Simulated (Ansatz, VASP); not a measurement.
# One calculation of NbH2, two programs

INCAR

```
  PREC = Accurate
  ENCUT = 520
  EDIFF = 1E-7
  ISMEAR = 0
  SIGMA = 0.1
  LREAL = F
  LASPH = T
  NELM = 80
  ALGO = Normal
  ISIF = 2
  LWAVE = F
  LCHARG = T
  GGA = PS
  LELF = T
  LVHAR = T
  NBANDS = 24
```

Contents of KPOINTS:

```
Automatic mesh
0
Gamma
  12 12 8
```

File POSCAR:

```
NbH2
1.0
    2.3267450818      2.3267450818      0.0000000000
   -2.3267450818      2.3267450818      0.0000000000
    0.0000000000      0.0000000000      4.6534901636
Nb H
2 4
Direct
    0.0000000000      0.0000000000      0.0000000000
    0.5000000000      0.5000000000      0.5000000000
    0.0000000000      0.5000000000      0.7500000000
    0.5000000000      0.0000000000      0.7500000000
    0.5000000000      0.0000000000      0.2500000000
    0.0000000000      0.5000000000      0.2500000000
```

Input for Ansatz:

```yaml
crystal:
  lattice:
    - [2.3267450818, 2.3267450818, 0.0]
    - [-2.3267450818, 2.3267450818, 0.0]
    - [0.0, 0.0, 4.6534901636]
  atoms:
    - { symbol: Nb, position: [0.0, 0.0, 0.0] }
    - { symbol: Nb, position: [0.5, 0.5, 0.5] }
    - { symbol: H, position: [0.0, 0.5, 0.75] }
    - { symbol: H, position: [0.5, 0.0, 0.75] }
    - { symbol: H, position: [0.5, 0.0, 0.25] }
    - { symbol: H, position: [0.0, 0.5, 0.25] }
basis:
  ecutwfc: 420
kpoints:
  mp_grid: { grid: [12, 12, 8] }
hamiltonian:
  xc: pbesol
scf:
  occupations: { method: gaussian, width: 0.1 }
output:
  forces: true
  stress: true
  eigenvalues: true
  write_density: true
  write_potential: true
  elf: true
  volumetric_format: npy
```

Change from the starting cell: equal strain along all axes, cell held, atoms relaxed: +3.0 %.

Alike in both runs: task single point; functional PBEsol; k mesh 12 × 12 × 8; occupations gaussian, width 0.1 eV; no spin polarisation.

```csv
,VASP,Ansatz
version,VASP 6.6.1,Ansatz 0.2.0
potentials or method,"VASP PAW PBE potentials, release 64 (Nb_sv, H), cutoff 520 eV","scalar-relativistic, plane waves, PAW"
valence electrons in the cell,30,30
```

```tsv
	VASP	Ansatz	Ansatz less VASP
gap on the k mesh at the Fermi level (eV)	none	none	-
pressure (GPa)	-14.6	-14.2	+0.37
```

VASP's potentials were made for PBE, not for PBEsol. A gap of «none» marks a metal or a gap that the smearing closes. With one functional, cell and mesh, what is left measures potentials, basis and numerics.
